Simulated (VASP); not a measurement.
# TiC (Fm-3m) in VASP: notebook

The runs below take TiC through single point, with PBE+U.

Everything below comes from runs of VASP 6.6.1. Logs are shortened: lines on timing, memory, paths and dates and some standing lists are left out, and cuts for length are marked.

### 1 The cell of the first run

It takes space group Fm-3m (No. 225, cubic). The conventional cell has a = 4.350 Å, b = 4.350 Å, c = 4.350 Å, α = 90.00°, β = 90.00°, γ = 90.00°. Within 2.9 Å of Ti (site symmetry m-3m) lie 6 C at 2.18 Å. Within 2.9 Å of C (site symmetry m-3m) lie 6 Ti at 2.18 Å.

### 2 Single point, PBE+U

INCAR

```
SYSTEM = TiC
PREC     = Accurate       ! precision mode
ENCUT    = 520            ! plane-wave cutoff, eV
EDIFF    = 1E-7           ! SCF threshold, eV
ISMEAR   = -1             ! smearing method
SIGMA    = 0.05           ! smearing width, eV
LREAL    = .FALSE.        ! projectors in reciprocal space
LASPH    = .TRUE.         ! aspherical terms in the spheres
NELM     = 150            ! most SCF steps
ALGO     = Normal         ! electronic algorithm
ISIF     = 2              ! what is computed and relaxed
LWAVE    = .FALSE.        ! write WAVECAR
LCHARG   = .TRUE.         ! write CHGCAR
LMAXMIX  = 4              ! l up to which the mixer works
LDAU     = .TRUE.         ! DFT+U
LDAUTYPE = 2            
LDAUL    = 2 -1           ! shell
LDAUU    = 2 0            ! U, eV
LDAUJ    = 0 0          
LDAUPRINT= 1            
GGA      = PE             ! functional
LELF     = .TRUE.         ! ELF
LVHAR    = .TRUE.       
NBANDS   = 15             ! bands
```

KPOINTS

```
regular mesh
0
G
  11 11 11
  0 0 0
```

POSCAR

```
TiC
1.0
    0.0000000000      2.1751925113      2.1751925113
    2.1751925113      0.0000000000      2.1751925113
    2.1751925113      2.1751925113      0.0000000000
Ti C
1 1
Direct
    0.0000000000      0.0000000000      0.0000000000
    0.5000000000      0.5000000000      0.5000000000
```

Potentials or basis: VASP PAW PBE potentials, release 64 (Ti_sv, C).

Command:

```console
> cat potpaw_PBE.64/Ti_sv/POTCAR potpaw_PBE.64/C/POTCAR > POTCAR
> mpirun -np 1 vasp_std > vasp.out
```

OUTCAR:

```text
SYSTEM = TiC
   PREC = Accurate
   ENCUT = 520
   EDIFF = 1E-7
   ISMEAR = -1
   LREAL = .FALSE.
   LASPH = .TRUE.
   NELM = 150
   ISIF = 2
   GGA = PE

 ion  position               nearest neighbor table
   1  0.000  0.000  0.000-   2 2.18   2 2.18   2 2.18   2 2.18   2 2.18   2 2.18
   2  0.500  0.500  0.500-   1 2.18   1 2.18   1 2.18   1 2.18   1 2.18   1 2.18

  LATTYP: Found a face centered cubic cell.
 ALAT       =     4.3503850226

  Lattice vectors:

 A1 = (   0.0000000000,   2.1751925113,   2.1751925113)
 A2 = (   2.1751925113,   0.0000000000,   2.1751925113)
 A3 = (   2.1751925113,   2.1751925113,   0.0000000000)

Analysis of symmetry for initial positions (statically):
=====================================================================
 Subroutine PRICEL returns:
 Original cell was already a primitive cell.

 Routine SETGRP: Setting up the symmetry group for a
 face centered cubic supercell.

 Subroutine GETGRP returns: Found 48 space group operations
[... 9 lines left out ...]

 Routine SETGRP: Setting up the symmetry group for a
 face centered cubic supercell.

 Subroutine GETGRP returns: Found 48 space group operations
[... 11 lines left out ...]
                                     Primitive cell

  volume of cell :      20.5837

  direct lattice vectors                    reciprocal lattice vectors
     0.000000000  2.175192511  2.175192511    -0.229864712  0.229864712  0.229864712
     2.175192511  0.000000000  2.175192511     0.229864712 -0.229864712  0.229864712
     2.175192511  2.175192511  0.000000000     0.229864712  0.229864712 -0.229864712

  length of vectors
     3.076186750  3.076186750  3.076186750     0.398137360  0.398137360  0.398137360

  position of ions in fractional coordinates (direct lattice)
[... 8 lines left out ...]
----------------------------------------------------------------------------------------

 KPOINTS: regular mesh

Automatic generation of k-mesh.
 Grid dimensions read from file:
 generate k-points for:   11   11   11

 Generating k-lattice:

  Cartesian coordinates                     Fractional coordinates (reciprocal lattice)
    -0.020896792  0.020896792  0.020896792     0.090909091  0.000000000  0.000000000
     0.020896792 -0.020896792  0.020896792     0.000000000  0.090909091  0.000000000
     0.020896792  0.020896792 -0.020896792     0.000000000  0.000000000  0.090909091

  Length of vectors
     0.036194305  0.036194305  0.036194305

  Shift w.r.t. Gamma in fractional coordinates (k-lattice)
     0.000000000  0.000000000  0.000000000

 Subroutine IBZKPT returns following result:
 ===========================================

 Found     56 irreducible k-points:

 Following reciprocal coordinates:
            Coordinates               Weight
  0.000000  0.000000  0.000000      1.000000
  0.090909  0.000000  0.000000      8.000000
  0.181818  0.000000  0.000000      8.000000
  0.272727  0.000000  0.000000      8.000000
  0.363636  0.000000  0.000000      8.000000
  0.454545  0.000000  0.000000      8.000000
[... 16 lines left out ...]
 -0.272727  0.181818  0.000000     24.000000
 -0.181818  0.181818  0.000000     12.000000
 [... further k-points ...]
   k-points           NKPTS =     56   k-points in BZ     NKDIM =     56   number of bands    NBANDS=     15
   number of dos      NEDOS =    301   number of ions     NIONS =      2
   total plane-waves  NPLWV =  13824
   dimension x,y,z NGX =    24 NGY =   24 NGZ =   24
   dimension x,y,z NGXF=    48 NGYF=   48 NGZF=   48
   ions per type =               1   1
   NGX,Y,Z   is equivalent  to a cutoff of  12.97, 12.97, 12.97 a.u.
   NGXF,Y,Z  is equivalent  to a cutoff of  25.94, 25.94, 25.94 a.u.
 SYSTEM =  TiC
   PREC   = accura    normal or accurate (medium, high low for compatibility)
   ISTART =      0    job   : 0-new  1-cont  2-samecut
   ICHARG =      2    charge: 1-file 2-atom 10-const
   ISPIN  =      1    spin polarized calculation?
   LNONCOLLINEAR =      F non collinear calculations
   LSORBIT =      F    spin-orbit coupling
   LASPH  =      T    aspherical Exc in radial PAW
   ENCUT  =  520.0 eV  38.22 Ry    6.18 a.u.   5.72  5.72  5.72*2*pi/ulx,y,z
   NELM   =    150;   NELMIN=  2; NELMDL= -5     # of ELM steps
   EDIFF  = 0.1E-06   stopping-criterion for ELM
   LREAL  =      F    real-space projection
   EDIFFG = 0.1E-05   stopping-criterion for IOM
   NSW    =      0    number of steps for IOM
   IBRION =     -1    ionic relax: 0-MD 1-quasi-New 2-CG
   NFREE  =      0    steps in history (QN), initial steepest desc. (CG)
   ISIF   =      2    stress and relaxation
   ISYM   =      2    0-nonsym 1-usesym 2-fastsym
   POTIM  = 0.5000    time-step for ionic-motion
   TEBEG  =    0.0;   TEEND  =   0.0 temperature during run
   PSTRESS=    0.0 pullay stress
   NELECT =      16.0000    total number of electrons
   NUPDOWN=      -1.0000    fix difference up-down
   EMIN   =  10.00;   EMAX   =-10.00  energy-range for DOS
   EFERMI =   0.00;   METHOD = LEGACY
   ISMEAR =    -1;   SIGMA  =   0.05  broadening in eV -4-tet -1-fermi 0-gaus
   EFERMI_NEDOS =   21; number of points for ismear=-14 and -15
   IALGO  =     38    algorithm
   IMIX   =      4    mixing-type and parameters
     AMIX     =   0.40;   BMIX     =  1.00
     AMIX_MAG =   1.60;   BMIX_MAG =  1.00
  volume/ion in A,a.u.               =      10.29        69.45
  Fermi-wavevector in a.u.,A,eV,Ry     =   1.505245  2.844500 30.827561  2.265762
  Thomas-Fermi vector in A             =   2.616119
   LORBIT       =      0    0 simple, 1 ext, 2 COOP (PROOUT), +10 PAW based schemes
 LDA+U is selected, type is set to LDAUTYPE =  2
   angular momentum for each species LDAUL =     2   -1
   U (eV)           for each species LDAUU =   2.0  0.0
   J (eV)           for each species LDAUJ =   0.0  0.0
   GGA     = PE    functional components
   LHFCALC =     F    Hartree Fock is set to
   AEXX    =    0.0000 exact exchange contribution
   IVDW    =     0    specifies the selected vdW correction
   LEPSILON=     F    determine dielectric tensor
   LRPA    =     F    only Hartree local field effects (RPA)
 non-spin polarized calculation
  energy-cutoff  :      520.00
  volume of cell :       20.58
 maximum number of plane-waves:       564
   NGX = 11   NGY = 11   NGZ = 11

atom =   1  type =  1  l = 2

 onsite density matrix

spin component  1

  0.1283 -0.0000 -0.0000  0.0000  0.0000
 -0.0000  0.1283 -0.0000 -0.0000 -0.0000
 -0.0000 -0.0000  0.2802  0.0000 -0.0000
  0.0000 -0.0000  0.0000  0.1283  0.0000
  0.0000 -0.0000 -0.0000  0.0000  0.2802

spin component  2

  0.1283 -0.0000 -0.0000  0.0000  0.0000
 -0.0000  0.1283 -0.0000 -0.0000 -0.0000
 -0.0000 -0.0000  0.2802  0.0000 -0.0000
  0.0000 -0.0000  0.0000  0.1283  0.0000
  0.0000 -0.0000 -0.0000  0.0000  0.2802

 occupancies and eigenvectors

  o =  0.1283  v =  1.0000  0.0000  0.0000  0.0000  0.0000  0.0000  0.0000  0.0000  0.0000  0.0000      0.0000  0.0000  0.0000  0.0000  0.0000  0.0000  0.0000  0.0000  0.0000  0.0000
  o =  0.1283  v =  0.0000  0.0000  0.0000  0.0000  0.0000  1.0000  0.0000  0.0000  0.0000  0.0000      0.0000  0.0000  0.0000  0.0000  0.0000  0.0000  0.0000  0.0000  0.0000  0.0000
  o =  0.1283  v =  0.0000 -0.9993 -0.0000  0.0377 -0.0000  0.0000  0.0000  0.0000  0.0000  0.0000      0.0000  0.0000  0.0000  0.0000  0.0000  0.0000  0.0000  0.0000  0.0000  0.0000
  o =  0.1283  v =  0.0000  0.0000  0.0000  0.0000  0.0000  0.0000 -0.9993 -0.0000  0.0377 -0.0000      0.0000  0.0000  0.0000  0.0000  0.0000  0.0000  0.0000  0.0000  0.0000  0.0000
  o =  0.1283  v =  0.0000  0.0000  0.0000  0.0000  0.0000  0.0000 -0.0377 -0.0000 -0.9993  0.0000      0.0000  0.0000  0.0000  0.0000  0.0000  0.0000  0.0000  0.0000  0.0000  0.0000
  o =  0.1283  v =  0.0000 -0.0377 -0.0000 -0.9993  0.0000  0.0000  0.0000  0.0000  0.0000  0.0000      0.0000  0.0000  0.0000  0.0000  0.0000  0.0000  0.0000  0.0000  0.0000  0.0000
  o =  0.2802  v =  0.0000  0.0000  0.0000  0.0000  0.0000  0.0000 -0.0000  0.1315 -0.0000  0.9913      0.0000  0.0000  0.0000  0.0000  0.0000  0.0000  0.0000  0.0000  0.0000  0.0000
  o =  0.2802  v =  0.0000 -0.0000  0.1315 -0.0000  0.9913  0.0000  0.0000  0.0000  0.0000  0.0000      0.0000  0.0000  0.0000  0.0000  0.0000  0.0000  0.0000  0.0000  0.0000  0.0000
  o =  0.2802  v =  0.0000  0.0000  0.0000  0.0000  0.0000  0.0000  0.0000 -0.9913 -0.0000  0.1315      0.0000  0.0000  0.0000  0.0000  0.0000  0.0000  0.0000  0.0000  0.0000  0.0000
  o =  0.2802  v =  0.0000  0.0000 -0.9913 -0.0000  0.1315  0.0000  0.0000  0.0000  0.0000  0.0000      0.0000  0.0000  0.0000  0.0000  0.0000  0.0000  0.0000  0.0000  0.0000  0.0000

 number of electron      15.9999998 magnetization

 Free energy of the ion-electron system (eV)
  ---------------------------------------------------
  ext. energy  EPLUGINS =         0.00000000
  ---------------------------------------------------
  free energy    TOTEN  =       -17.20358136 eV

  energy without entropy =      -17.20084674  energy(sigma->0) =      -17.20221405

 E-fermi :   9.5795     XC(G=0): -12.6360

 val. band max:        9.5641257667   @ k =   0.1818   0.1818   0.0000
 cond. band min:       9.6461943713   @ k =   0.0909   0.0000   0.0000
 fundamental gap:      0.0820686046
 Fermi energy:         9.5795013573

 k-point     1 :       0.0000    0.0000    0.0000
  band No.  band energies     occupation
      1     -47.6724      2.00000
      2     -23.6864      2.00000
      3     -23.6864      2.00000
      4     -23.6864      2.00000
      5      -2.9928      2.00000
      6      10.3697      0.00000
      7      10.3697      0.00000
      8      10.3697      0.00000
      9      11.0739      0.00000
     10      11.0739      0.00000
     11      11.0739      0.00000
     12      11.1278      0.00000
     13      11.1278      0.00000
     14      19.6336      0.00000
     15      23.2364      0.00000
[... 397 lines left out ...]
 k-point    24 :      -0.1818    0.1818    0.0000
  band No.  band energies     occupation
      1     -47.6279      2.00000
      2     -23.9381      2.00000
      3     -23.7860      2.00000
      4     -23.7054      2.00000
      5      -1.2889      2.00000
      6       6.2323      2.00000
      7       7.3178      2.00000
      8       7.6027      2.00000
      9      11.2166      0.00000
     10      12.1940      0.00000
     11      13.0715      0.00000
     12      13.7730      0.00000
     13      16.5635      0.00000
     14      20.9658      0.00000
     15      22.7638      0.00000

 [... further k-points ...]
[... 5 lines left out ...]
  --------------------------------------------------------------------------------------
  -------------------------------------------------------------------------------------
  Total        0.3434853      0.3434853      0.3434853      0.0000000     -0.0000000      0.0000000
  in kB       26.7359491     26.7359491     26.7359491      0.0000000     -0.0000000      0.0000000
  external PRESSURE =      26.7359491 kB  Pullay stress =       0.0000000 kB

 VOLUME and BASIS-vectors are now :
 -----------------------------------------------------------------------------
  energy-cutoff  :      520.00
  volume of cell :       20.58
      direct lattice vectors                 reciprocal lattice vectors
     0.000000000  2.175192511  2.175192511    -0.229864712  0.229864712  0.229864712
     2.175192511  0.000000000  2.175192511     0.229864712 -0.229864712  0.229864712
     2.175192511  2.175192511  0.000000000     0.229864712  0.229864712 -0.229864712

 POSITION                                       TOTAL-FORCE (eV/Angst)
 -----------------------------------------------------------------------------------
      0.00000      0.00000      0.00000         0.000000      0.000000      0.000000
      2.17519      2.17519      2.17519         0.000000     -0.000000      0.000000
 -----------------------------------------------------------------------------------
    total drift:                                0.000000     -0.000000     -0.000000

  FREE ENERGIE OF THE ION-ELECTRON SYSTEM (eV)
  ---------------------------------------------------
  free  energy   TOTEN  =       -17.2035813592 eV

  energy  without entropy=      -17.2008467400  energy(sigma->0) =      -17.20221405
```

It took 12 s on 1 thread of AMD EPYC 9R45 (Zen 5), shared host; peak memory 0.12 GiB.

Results:

* Free energy: -17.2036 eV
* Pressure: 2.7 GPa
* Band gap on the k mesh: zero (band 8 reaches 10.37 eV, above the bottom of band 9 at 9.07 eV)

Eigenvalues of the final occupation matrices:
```csv
site,spin,trace,eigenvalues
site 1 d,1,0.95,0.13 0.13 0.13 0.28 0.28
site 1 d,2,0.95,0.13 0.13 0.13 0.28 0.28
```

Caveat: U without spin polarisation on a metal has little footing; the U is typed as a test and isn't derived for this compound.

### 3 Single point, PBE+U

This run uses another cell than the first one, of 10.37 Å³/atom, 1.007 times its volume.

INCAR

```
SYSTEM = TiC
PREC = Accurate ; ENCUT = 520
EDIFF = 1E-6 ; ISMEAR = -1
SIGMA = 0.05 ; LREAL = .FALSE.
LASPH = .TRUE. ; NELM = 150
ALGO = Normal ; ISIF = 2
LWAVE = .FALSE. ; LCHARG = .FALSE.
LMAXMIX = 4 ; LDAU = .TRUE.
LDAUTYPE = 2 ; LDAUL = 2 -1
LDAUU = 3 0 ; LDAUJ = 0 0
LDAUPRINT = 1 ; GGA = PE
NBANDS = 15
```

KPOINTS

```
Automatic mesh
0
G
  11 11 11
  0 0 0
```

POSCAR

```
TiC
1.0
    0.0000000000      2.1803608949      2.1803608949
    2.1803608949      0.0000000000      2.1803608949
    2.1803608949      2.1803608949      0.0000000000
Ti C
1 1
Direct
    0.0000000000      0.0000000000      0.0000000000
    0.5000000000      0.5000000000      0.5000000000
```

Potentials or basis: VASP PAW PBE potentials, release 64 (Ti_sv, C).

Command:

```console
> cat potpaw_PBE.64/Ti_sv/POTCAR potpaw_PBE.64/C/POTCAR > POTCAR
> mpirun -np 1 vasp_std > vasp.out
```

Run time: 11 s. Hardware: 1 thread of AMD EPYC 9R45 (Zen 5), shared host; peak memory 0.12 GiB.

The run converged. Its results:

* Free energy: -16.4760 eV
* Pressure: 3.5 GPa
* Band gap on the k mesh: zero (band 8 reaches 10.51 eV, above the bottom of band 9 at 9.10 eV)

Levels at points of the mesh, in eV from the Fermi level:
```csv
k point,band 6,band 7,band 8,band 9,band 10,band 11
"(0.00, 0.00, 0.00)",0.88,0.88,0.88,1.43,1.43,1.43
```

Eigenvalues of the final occupation matrices:
```csv
site,spin,trace,eigenvalues
site 1 d,1,0.92,0.12 0.12 0.12 0.28 0.28
site 1 d,2,0.92,0.12 0.12 0.12 0.28 0.28
```

Caveat: U without spin polarisation on a metal has little footing; the U is typed as a test and isn't derived for this compound.

(Part 1 of 2 ends here.)
